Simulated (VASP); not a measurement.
Set up this calculation in VASP 6.6.1, as the native input.

```yaml
Task: single point
Functional: r2SCAN
Potentials_or_basis: VASP PAW PBE potentials, release 64 (Sc_sv, Al)
Cutoff: 520 eV
k_mesh: 8 × 8 × 8
Occupations: gaussian, width 0.1 eV
Spin: no spin polarisation
Dipole_correction: no
Further_INCAR_settings: ALGO = Normal; EDIFF = 1e-07; NBANDS = 26
```

ScAl2:

```xyz
6
Lattice="0.0000 3.8151 3.8151 3.8151 0.0000 3.8151 3.8151 3.8151 0.0000" Properties=species:S:1:pos:R:3 pbc="T T T"
Sc    3.8151    3.8151    3.8151
Sc    5.7226    5.7226    5.7226
Al    0.9538    0.9538    0.9538
Al    0.9538    2.8613    2.8613
Al    2.8613    0.9538    2.8613
Al    2.8613    2.8613    0.9538
```

This cell differs from its parent crystal: volume scaled by 1.03.

One way to write it, as run:

POSCAR

```
ScAl2
1.0
    0.0000000000      3.8150576194      3.8150576194
    3.8150576194      0.0000000000      3.8150576194
    3.8150576194      3.8150576194      0.0000000000
Sc Al
2 4
Direct
    0.5000000000      0.5000000000      0.5000000000
    0.7500000000      0.7500000000      0.7500000000
    0.1250000000      0.1250000000      0.1250000000
    0.6250000000      0.1250000000      0.1250000000
    0.1250000000      0.6250000000      0.1250000000
    0.1250000000      0.1250000000      0.6250000000
```

INCAR.step1

```
  PREC = Accurate
  ENCUT = 520
  ISMEAR = 0
  SIGMA = 0.1
  LREAL = False
  LASPH = True
  NELM = 60
  NBANDS = 26
  GGA = PE
  ALGO = Normal
  EDIFF = 1E-4
  LWAVE = True
  LCHARG = False
```

INCAR.step2

```
  PREC = Accurate
  ENCUT = 520
  EDIFF = 1E-7
  ISMEAR = 0
  SIGMA = 0.1
  LREAL = False
  LASPH = True
  NELM = 60
  ALGO = Normal
  ISIF = 2
  LWAVE = False
  LCHARG = False
  METAGGA = R2SCAN
  LMIXTAU = True
  NBANDS = 26
  ISTART = 1
```

KPOINTS

```
Automatic mesh
0
Gamma
  8 8 8
```

Potentials or basis: VASP PAW PBE potentials, release 64 (Sc_sv, Al).

Launch:

```sh
$ cat potpaw_PBE.64/Sc_sv/POTCAR potpaw_PBE.64/Al/POTCAR > POTCAR
$ cp INCAR.step1 INCAR
$ mpirun -np 1 vasp_std > vasp.out
$ cp INCAR.step2 INCAR
$ mpirun -np 1 vasp_std > vasp.out
```

It gave:

| Property | Result |
| --- | --- |
| Pressure | -2.6 GPa |
| Band gap on the k mesh | zero (band 17 reaches 7.07 eV, above the bottom of band 18 at 4.54 eV) |

Caveat: the PAW data sets were made with another functional, which shifts forces and pressure a little.

It took 4.4 min on 1 thread of AMD EPYC 9R45 96-Core Processor (Zen 5), with other jobs on the host, peak memory 0.26 GiB.
